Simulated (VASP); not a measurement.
GaN:

```
CELL_PARAMETERS angstrom
0.00000 2.10852 2.10852
2.10852 0.00000 2.10852
2.10852 2.10852 0.00000
ATOMIC_POSITIONS crystal
Ga 0.00000 0.00000 0.00000
N 0.50000 0.50000 0.50000
```

Base run:

| Quantity | Value |
| --- | --- |
| Program | VASP 6.6.1 |
| Functional | r2SCAN |
| Potentials or basis | VASP PAW PBE potentials, release 64 (Ga_d, N) |
| Cutoff | 520 eV |
| k mesh | 10 × 10 × 10 |
| Occupations | gaussian, width 0.01 eV |
| Spin | no spin polarisation |

Its results: band gap on the k mesh 1.18 eV, indirect (least direct gap 3.41 eV); pressure 1.3 GPa.

Problem. The run is repeated on the same cell with these changes: functional from r2SCAN to PBE; occupations from gaussian, width 0.01 eV to fermi-dirac, width 0.02 eV. What comes out?

Solution. Band gap on the k mesh 0.66 eV, indirect (least direct gap 2.83 eV); pressure 9.1 GPa.

Caveats: the PAW data sets were made with another functional, which shifts forces and pressure a little (some runs).

A k mesh can miss the band edges.
